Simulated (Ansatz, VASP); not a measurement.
One calculation of AlCo, two programs

```
CELL_PARAMETERS angstrom
2.73482 0.00000 0.00000
0.00000 2.73482 0.00000
0.00000 0.00000 2.86169
ATOMIC_POSITIONS crystal
Al 0.00000 0.00000 0.00000
Co 0.50000 0.50000 0.50000
```

Change from the starting cell: strain -0.030 along x and y, +0.015 along z, atoms carried along.

Alike in both runs: task single point; functional PBEsol; k mesh 16 × 16 × 16; occupations gaussian, width 0.15 eV; no spin polarisation.

|  | VASP | Ansatz |
| --- | --- | --- |
| version | VASP 6.6.1 | Ansatz 0.2.0 |
| potentials or method | VASP PAW PBE potentials, release 64 (Al, Co), cutoff 520 eV | scalar-relativistic, plane waves, PAW |
| valence electrons in the cell | 12 | 20 |

VASP gave:

* gap on the k mesh at the Fermi level (eV): none
* pressure (GPa): 11.1
* traceless stress, the component that is largest in VASP (GPa): -4.87

Question: What did Ansatz give for the same quantities?

Answer: gap on the k mesh at the Fermi level (eV): none; pressure (GPa): 11.0; traceless stress, the component that is largest in VASP (GPa): -4.88.

VASP's potentials were made for PBE, not for PBEsol. A gap of «none» marks a metal or a gap that the smearing closes. VASP's potentials hold 12 valence electrons a cell and Ansatz's 20, so a difference there can come from the potentials and not from the codes.
